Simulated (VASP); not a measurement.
Here is a VASP 6.6.1 calculation.

INCAR

```
SYSTEM = MgO
PREC = Accurate
ENCUT = 840
EDIFF = 1E-6
ISMEAR = 0
SIGMA = 0.1
LREAL = .False.
LASPH = .True.
NELM = 120
ALGO = Normal
ISIF = 2
LWAVE = .False.
LCHARG = .False.
GGA = PE
NBANDS = 15
GGA_COMPAT = .False.
```

KPOINTS

```
Automatic mesh
0
Gamma
  8 8 8
  0 0 0
```

The input POSCAR:

```
MgO
1.0
    0.0000000000      2.1060000000      2.1060000000
    2.1060000000      0.0000000000      2.1060000000
    2.1060000000      2.1060000000      0.0000000000
Mg O
1 1
Direct
    0.0000000000      0.0000000000      0.0000000000
    0.5000000000      0.5000000000      0.5000000000
```

Potentials or basis: VASP PAW PBE potentials, release 64 (Mg_sv, O).

Command:

```bash
$ cat potpaw_PBE.64/Mg_sv/POTCAR potpaw_PBE.64/O/POTCAR > POTCAR
$ mpirun -np 1 vasp_std > vasp.out
```

(1) What does it give for the band gap on the k mesh?

(2) Estimate the pressure.

Answers

(1) 4.74 eV.

(2) 4.8 GPa.

Caveat: the cell stands under pressure.
